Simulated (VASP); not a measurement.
## Al: single point with PBE

Crystal: Al.

```xyz
8
Lattice="5.4379 0.0000 0.0000 0.0000 5.4379 0.0000 0.0000 0.0000 5.4566" Properties=species:S:1:pos:R:3 pbc="T T T"
Al    0.0000    0.0000    1.3641
Al    0.0000    0.0000    4.0924
Al    5.4379    2.7190    1.3641
Al    5.4379    2.7190    4.0924
Al    2.7190    0.0000    1.3641
Al    2.7190    0.0000    4.0924
Al    2.7190    2.7190    1.3641
Al    2.7190    2.7190    4.0924
```

- Program: VASP 6.6.1
- Task: single point
- Functional: PBE
- Potentials or basis: VASP PAW PBE potentials, release 64 (Al)
- Cutoff: 520 eV
- k mesh: 4 × 4 × 4
- Occupations: gaussian, width 0.2 eV
- Spin: no spin polarisation

```
Pressure               : -0.3 GPa
Band gap on the k mesh : zero (band 12 reaches 8.43 eV, above the bottom of band 13 at 5.12 eV)
```

Stress tensor (GPa, compression positive):
```
-0.12  0.00  0.00
 0.00 -0.12  0.00
 0.00  0.00 -0.65
```

Levels at points of the mesh, in eV from the Fermi level:
| k point | band 9 | band 10 | band 11 | band 12 | band 13 | band 14 | band 15 | band 16 |
| --- | --- | --- | --- | --- | --- | --- | --- | --- |
| (0.00, 0.00, 0.00) | -0.53 | -0.49 | -0.49 | -0.49 | -0.49 | -0.27 | -0.27 | -0.21 |
| (0.50, 0.00, 0.00) | -2.91 | -2.91 | 0.56 | 0.56 | 0.60 | 0.60 | 0.85 | 0.85 |
| (0.50, 0.50, 0.00) | -1.79 | -1.79 | -1.79 | -1.79 | 1.78 | 1.78 | 1.78 | 1.78 |
| (0.00, 0.00, 0.50) | -2.92 | -2.92 | 0.59 | 0.59 | 0.59 | 0.59 | 0.90 | 0.90 |
| (0.50, 0.00, 0.50) | -1.80 | -1.80 | -1.80 | -1.80 | 1.75 | 1.75 | 1.75 | 1.75 |
| (0.50, 0.50, 0.50) | 2.82 | 2.82 | 2.82 | 2.82 | 2.82 | 2.82 | 2.82 | 2.82 |

Wall time 39 s on 1 thread of Intel(R) Xeon(R) Platinum 8488C (Sapphire Rapids), with other jobs on the host, peak memory 0.24 GiB.
